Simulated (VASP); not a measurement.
# InP (F-43m) in VASP: notebook

The runs below take InP through single point, with PBE.

Program: VASP 6.6.1. These are calculated values, not measurements. Logs are shortened: lines on timing, memory, paths and dates and some standing lists are left out, and cuts for length are marked.

### Step 1. The cell of the first run

Symmetry: F-43m, No. 216, cubic system. The conventional cell has a = 6.077 Å, b = 6.077 Å, c = 6.077 Å, α = 90.00°, β = 90.00°, γ = 90.00°. In (site symmetry -43m) has 4 P at 2.63 Å within 3.5 Å. P (site symmetry -43m) has 4 In at 2.63 Å within 3.5 Å.

### Step 2. Single point, PBE (volume scaled by 1.06)

INCAR

```
SYSTEM = InP
ALGO = Normal
EDIFF = 1E-7
ENCUT = 520
GGA = PE
ISIF = 2
ISMEAR = 0
LASPH = .TRUE.
LCHARG = .FALSE.
LREAL = .FALSE.
LWAVE = .FALSE.
NBANDS = 16
NELM = 60
PREC = Accurate
SIGMA = 0.02
```

KPOINTS

```
k-points
0
G
  10 10 10
  0 0 0
```

POSCAR

```
InP
1.0
    0.0000000000      3.0384810926      3.0384810926
    3.0384810926      0.0000000000      3.0384810926
    3.0384810926      3.0384810926      0.0000000000
In P
1 1
Direct
    0.0000000000      0.0000000000      0.0000000000
    0.2500000000      0.2500000000      0.2500000000
```

Potentials or basis: VASP PAW PBE potentials, release 64 (In_d, P).

Run with:

```sh
> cat potpaw_PBE.64/In_d/POTCAR potpaw_PBE.64/P/POTCAR > POTCAR
> mpirun -np 1 vasp_std > vasp.out
```

OUTCAR:

```text
SYSTEM = InP
   EDIFF = 1E-7
   ENCUT = 520
   GGA = PE
   ISIF = 2
   ISMEAR = 0
   LASPH = .TRUE.
   LREAL = .FALSE.
   NELM = 60
   PREC = Accurate

 ion  position               nearest neighbor table
   1  0.000  0.000  0.000-   2 2.63   2 2.63   2 2.63   2 2.63
   2  0.250  0.250  0.250-   1 2.63   1 2.63   1 2.63   1 2.63

  LATTYP: Found a face centered cubic cell.
 ALAT       =     6.0769621852

  Lattice vectors:

 A1 = (   0.0000000000,   3.0384810926,   3.0384810926)
 A2 = (   3.0384810926,   0.0000000000,   3.0384810926)
 A3 = (   3.0384810926,   3.0384810926,   0.0000000000)

Analysis of symmetry for initial positions (statically):
=====================================================================
 Subroutine PRICEL returns:
 Original cell was already a primitive cell.

 Routine SETGRP: Setting up the symmetry group for a
 face centered cubic supercell.

 Subroutine GETGRP returns: Found 24 space group operations
 (whereof 24 operations were pure point group operations)
 out of a pool of 48 trial point group operations.

The static configuration has the point symmetry T_d .

Analysis of symmetry for dynamics (positions and initial velocities):
=====================================================================
 Subroutine PRICEL returns:
 Original cell was already a primitive cell.

 Routine SETGRP: Setting up the symmetry group for a
 face centered cubic supercell.

 Subroutine GETGRP returns: Found 24 space group operations
 (whereof 24 operations were pure point group operations)
 out of a pool of 48 trial point group operations.

The dynamic configuration has the point symmetry T_d .

 Subroutine INISYM returns: Found 24 space group operations
 (whereof 24 operations are pure point group operations),
 and found     1 'primitive' translations

----------------------------------------------------------------------------------------

                                     Primitive cell

  volume of cell :      56.1047

  direct lattice vectors                    reciprocal lattice vectors
     0.000000000  3.038481093  3.038481093    -0.164555903  0.164555903  0.164555903
     3.038481093  0.000000000  3.038481093     0.164555903 -0.164555903  0.164555903
     3.038481093  3.038481093  0.000000000     0.164555903  0.164555903 -0.164555903

  length of vectors
     4.297061170  4.297061170  4.297061170     0.285019185  0.285019185  0.285019185

  position of ions in fractional coordinates (direct lattice)
     0.000000000  0.000000000  0.000000000
     0.250000000  0.250000000  0.250000000

  ion indices of the primitive-cell ions
   primitive index   ion index
                 1           1
                 2           2

----------------------------------------------------------------------------------------

 KPOINTS: k-points

Automatic generation of k-mesh.
 Grid dimensions read from file:
 generate k-points for:   10   10   10

 Generating k-lattice:

  Cartesian coordinates                     Fractional coordinates (reciprocal lattice)
    -0.016455590  0.016455590  0.016455590     0.100000000  0.000000000  0.000000000
     0.016455590 -0.016455590  0.016455590     0.000000000  0.100000000  0.000000000
     0.016455590  0.016455590 -0.016455590     0.000000000  0.000000000  0.100000000

  Length of vectors
     0.028501918  0.028501918  0.028501918

  Shift w.r.t. Gamma in fractional coordinates (k-lattice)
     0.000000000  0.000000000  0.000000000

 Subroutine IBZKPT returns following result:
 ===========================================

 Found     47 irreducible k-points:

 Following reciprocal coordinates:
            Coordinates               Weight
  0.000000  0.000000  0.000000      1.000000
  0.100000  0.000000  0.000000      8.000000
  0.200000  0.000000  0.000000      8.000000
  0.300000  0.000000  0.000000      8.000000
  0.400000  0.000000  0.000000      8.000000
  0.500000  0.000000  0.000000      4.000000
[... 16 lines left out ...]
  0.300000  0.300000  0.000000      6.000000
  0.400000  0.300000  0.000000     24.000000
 [... further k-points ...]
   k-points           NKPTS =     47   k-points in BZ     NKDIM =     47   number of bands    NBANDS=     16
   number of dos      NEDOS =    301   number of ions     NIONS =      2
   total plane-waves  NPLWV =  32768
   dimension x,y,z NGX =    32 NGY =   32 NGZ =   32
   dimension x,y,z NGXF=    64 NGYF=   64 NGZF=   64
   ions per type =               1   1
   NGX,Y,Z   is equivalent  to a cutoff of  12.38, 12.38, 12.38 a.u.
   NGXF,Y,Z  is equivalent  to a cutoff of  24.76, 24.76, 24.76 a.u.
 SYSTEM =  InP
   PREC   = accura    normal or accurate (medium, high low for compatibility)
   ISTART =      0    job   : 0-new  1-cont  2-samecut
   ICHARG =      2    charge: 1-file 2-atom 10-const
   ISPIN  =      1    spin polarized calculation?
   LNONCOLLINEAR =      F non collinear calculations
   LSORBIT =      F    spin-orbit coupling
   LASPH  =      T    aspherical Exc in radial PAW
   ENCUT  =  520.0 eV  38.22 Ry    6.18 a.u.   7.99  7.99  7.99*2*pi/ulx,y,z
   NELM   =     60;   NELMIN=  2; NELMDL= -5     # of ELM steps
   EDIFF  = 0.1E-06   stopping-criterion for ELM
   LREAL  =      F    real-space projection
   EDIFFG = 0.1E-05   stopping-criterion for IOM
   NSW    =      0    number of steps for IOM
   IBRION =     -1    ionic relax: 0-MD 1-quasi-New 2-CG
   NFREE  =      0    steps in history (QN), initial steepest desc. (CG)
   ISIF   =      2    stress and relaxation
   ISYM   =      2    0-nonsym 1-usesym 2-fastsym
   POTIM  = 0.5000    time-step for ionic-motion
   TEBEG  =    0.0;   TEEND  =   0.0 temperature during run
   PSTRESS=    0.0 pullay stress
   NELECT =      18.0000    total number of electrons
   NUPDOWN=      -1.0000    fix difference up-down
   EMIN   =  10.00;   EMAX   =-10.00  energy-range for DOS
   EFERMI =   0.00;   METHOD = LEGACY
   ISMEAR =     0;   SIGMA  =   0.02  broadening in eV -4-tet -1-fermi 0-gaus
   EFERMI_NEDOS =   21; number of points for ismear=-14 and -15
   IALGO  =     38    algorithm
   IMIX   =      4    mixing-type and parameters
     AMIX     =   0.40;   BMIX     =  1.00
     AMIX_MAG =   1.60;   BMIX_MAG =  1.00
  volume/ion in A,a.u.               =      28.05       189.31
  Fermi-wavevector in a.u.,A,eV,Ry     =   1.120725  2.117863 17.089257  1.256025
  Thomas-Fermi vector in A             =   2.257374
   LORBIT       =      0    0 simple, 1 ext, 2 COOP (PROOUT), +10 PAW based schemes
   GGA     = PE    functional components
   LHFCALC =     F    Hartree Fock is set to
   AEXX    =    0.0000 exact exchange contribution
   IVDW    =     0    specifies the selected vdW correction
   LEPSILON=     F    determine dielectric tensor
   LRPA    =     F    only Hartree local field effects (RPA)
 non-spin polarized calculation
 Gauss-broadening in eV      SIGMA  =   0.02
  energy-cutoff  :      520.00
  volume of cell :       56.10
 maximum number of plane-waves:      1524
   NGX = 15   NGY = 15   NGZ = 15

 number of electron      17.9999991 magnetization

 Free energy of the ion-electron system (eV)
  ---------------------------------------------------
  ext. energy  EPLUGINS =         0.00000000
  ---------------------------------------------------
  free energy    TOTEN  =        -8.37602633 eV

  energy without entropy =       -8.37602632  energy(sigma->0) =       -8.37602632

 E-fermi :   4.1349     XC(G=0):  -8.8101

 val. band max:        4.0728769350   @ k =   0.0000   0.0000   0.0000
 cond. band min:       4.1934802898   @ k =   0.0000   0.0000   0.0000
 fundamental gap:      0.1206033547
 Fermi energy:         4.1349133229

 k-point     1 :       0.0000    0.0000    0.0000
  band No.  band energies     occupation
      1      -9.9405      2.00000
      2      -9.9405      2.00000
      3      -9.9405      2.00000
      4      -9.8356      2.00000
      5      -9.8356      2.00000
      6      -6.7571      2.00000
[... 8 lines left out ...]
     15      13.3427      0.00000
     16      13.3427      0.00000

 k-point     2 :       0.1000    0.0000    0.0000
  band No.  band energies     occupation
      1      -9.9481      2.00000
      2      -9.9372      2.00000
      3      -9.9372      2.00000
      4      -9.8356      2.00000
      5      -9.8356      2.00000
      6      -6.6610      2.00000
[... 8 lines left out ...]
     15      12.9056      0.00000
     16      12.9056      0.00000

 k-point     3 :       0.2000    0.0000    0.0000
  band No.  band energies     occupation
      1      -9.9675      2.00000
      2      -9.9291      2.00000
      3      -9.9291      2.00000
      4      -9.8348      2.00000
      5      -9.8348      2.00000
      6      -6.3857      2.00000
[... 8 lines left out ...]
     15      12.5210      0.00000
     16      13.1550      0.00000

 k-point     4 :       0.3000    0.0000    0.0000
  band No.  band energies     occupation
      1      -9.9909      2.00000
      2      -9.9207      2.00000
      3      -9.9207      2.00000
      4      -9.8321      2.00000
      5      -9.8321      2.00000
      6      -5.9794      2.00000
[... 8 lines left out ...]
     15      12.7652      0.00000
     16      12.8020      0.00000
[... 324 lines left out ...]
 k-point    22 :      -0.2000    0.2000    0.0000
  band No.  band energies     occupation
      1      -9.9985      2.00000
      2      -9.9153      2.00000
      3      -9.9138      2.00000
      4      -9.8384      2.00000
      5      -9.8296      2.00000
      6      -5.8399      2.00000
[... 8 lines left out ...]
     15      13.9084      0.00000
     16      14.8368      0.00000

 k-point    23 :       0.3000    0.3000    0.0000
  band No.  band energies     occupation
      1     -10.0265      2.00000
      2      -9.8948      2.00000
      3      -9.8948      2.00000
      4      -9.8554      2.00000
      5      -9.8201      2.00000
      6      -5.7131      2.00000
[... 8 lines left out ...]
     15      14.1186      0.00000
     16      16.2431      0.00000

 k-point    24 :       0.4000    0.3000    0.0000
  band No.  band energies     occupation
      1     -10.0401      2.00000
      2      -9.8884      2.00000
      3      -9.8863      2.00000
      4      -9.8576      2.00000
      5      -9.8176      2.00000
      6      -5.3756      2.00000
[... 8 lines left out ...]
     15      14.5010      0.00000
     16      16.1250      0.00000

 [... further k-points ...]
[... 5 lines left out ...]
  --------------------------------------------------------------------------------------
  -------------------------------------------------------------------------------------
  Total       -1.0736597     -1.0736597     -1.0736597      0.0000000      0.0000000     -0.0000000
  in kB      -30.6603874    -30.6603874    -30.6603874      0.0000000      0.0000000     -0.0000000
  external PRESSURE =     -30.6603874 kB  Pullay stress =       0.0000000 kB

 VOLUME and BASIS-vectors are now :
 -----------------------------------------------------------------------------
  energy-cutoff  :      520.00
  volume of cell :       56.10
      direct lattice vectors                 reciprocal lattice vectors
     0.000000000  3.038481093  3.038481093    -0.164555903  0.164555903  0.164555903
     3.038481093  0.000000000  3.038481093     0.164555903 -0.164555903  0.164555903
     3.038481093  3.038481093  0.000000000     0.164555903  0.164555903 -0.164555903

 POSITION                                       TOTAL-FORCE (eV/Angst)
 -----------------------------------------------------------------------------------
      0.00000      0.00000      0.00000        -0.000000     -0.000000     -0.000000
      1.51924      1.51924      1.51924         0.000000      0.000000      0.000000
 -----------------------------------------------------------------------------------
    total drift:                               -0.000000     -0.000000     -0.000000

  FREE ENERGIE OF THE ION-ELECTRON SYSTEM (eV)
  ---------------------------------------------------
  free  energy   TOTEN  =        -8.3760263265 eV

  energy  without entropy=       -8.3760263221  energy(sigma->0) =       -8.37602632
```

Wall time 53 s (1 thread of Intel Xeon 8259CL, shared host); peak memory 0.2 GiB.

Results:

| Item | Value |
| --- | --- |
| Free energy | -8.3760 eV |
| Pressure | -3.1 GPa |
| Band gap on the k mesh | 0.12 eV, direct |

Caveat: spin-orbit coupling is left out, which moves the levels of the heavy elements.

(Part 1 of 2 ends here.)
